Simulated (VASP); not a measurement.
**Pd: single point with PBEsol**

Crystal: Pd.

```
Pd
1.0
     0.00000    1.93715    1.93715
     1.93715    0.00000    1.93715
     1.93715    1.93715    0.00000
Pd
1
Direct
  0.00000 0.00000 0.00000
```

* Program: VASP 6.6.1
* Task: single point
* Functional: PBEsol
* Potentials or basis: VASP PAW PBE potentials, release 64 (Pd)
* Cutoff: 500 eV
* k mesh: 10 × 10 × 10
* Occupations: gaussian, width 0.1 eV
* Spin: no spin polarisation
* Dipole correction: no
* Further INCAR settings: ALGO = Normal; EDIFF = 1e-06; NBANDS = 11

| Item | Value |
| --- | --- |
| Pressure | -0.3 GPa |
| Band gap on the k mesh | zero (bands 5 and 6 overlap by 1.61 eV) |

Levels at points of the mesh, in eV from the Fermi level:
```tsv
k point	band 1	band 2	band 3	band 4	band 5	band 6	band 7	band 8	band 9	band 10
(0.00, 0.00, 0.00)	-7.38	-2.94	-2.94	-2.94	-1.26	-1.26	17.11	21.96	21.96	21.96
(0.50, 0.00, 0.00)	-5.47	-2.98	-2.98	-0.03	-0.03	0.87	7.36	16.47	21.13	21.13
(0.50, 0.50, 0.00)	-5.57	-5.27	-0.05	0.29	0.29	3.23	10.85	13.17	13.17	21.67
```

Run time: 13 s on 1 thread of Intel Xeon 8259CL, on a shared host, peak memory 0.12 GiB.

Caveat: the PAW data sets were made with another functional, which shifts forces and pressure a little.
